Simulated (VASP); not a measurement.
Crystal: NaScTe2.

```
Na Te Sc
1.0
     4.31956    0.00000    0.00000
     0.00000    4.31956    0.00000
     0.00000    0.00000    5.92731
Na Te Sc
1 2 1
Direct
  0.00000 0.00000 0.00000
  0.00000 0.00000 0.50000
  0.50000 0.50000 0.00000
  0.50000 0.50000 0.50000
```

- Program: VASP 6.6.1
- Task: relaxation of cell and atoms
- Functional: LDA
- Potentials or basis: VASP PAW LDA potentials, release 64 (Na_pv, Te, Sc_sv)
- Cutoff: 600 eV
- k mesh: 6 × 6 × 4
- Occupations: fermi-dirac, width 0.02 eV
- Spin: no spin polarisation

At the start: pressure -3.6 GPa; volume 27.65 Å³/atom.

Q: Where does the relaxation end?

A: Over 8 steps the energy falls by 25.8 meV/atom and the volume is 25.49 Å³/atom (-7.8 %); space group P4/mmm (No. 123, to 0.1 Å) before and after.

Step by step:
| step | energy change (eV) | largest force (eV/Å) | pressure (GPa) | volume (Å³) |
| --- | --- | --- | --- | --- |
| 1 | 0.0000 | 0.0000 | -3.58 | 110.60 |
| 2 | -0.0989 | 0.0000 | 0.63 | 101.00 |
| 3 | -0.1012 | 0.0000 | 0.00 | 102.16 |
| 4 | -0.1011 | 0.0000 | -0.10 | 102.32 |
| 5 | -0.1029 | 0.0000 | -0.07 | 102.16 |
| 6 | -0.1030 | 0.0000 | -0.05 | 102.11 |
| 7 | -0.1030 | 0.0000 | -0.07 | 102.13 |
| 8 | -0.1030 | 0.0000 | 0.03 | 101.96 |

Final structure:
```cif
data_structure
_symmetry_space_group_name_H-M 'P 1'
_symmetry_Int_Tables_number 1
_cell_length_a 4.1933
_cell_length_b 4.1933
_cell_length_c 5.7983
_cell_angle_alpha 90.000
_cell_angle_beta 90.000
_cell_angle_gamma 90.000
_cell_volume 101.96
loop_
_atom_site_label
_atom_site_type_symbol
_atom_site_fract_x
_atom_site_fract_y
_atom_site_fract_z
_atom_site_occupancy
Na1 Na 0.00000 0.00000 0.00000 1
Te1 Te 0.00000 0.00000 0.50000 1
Te2 Te 0.50000 0.50000 0.00000 1
Sc1 Sc 0.50000 0.50000 0.50000 1
```
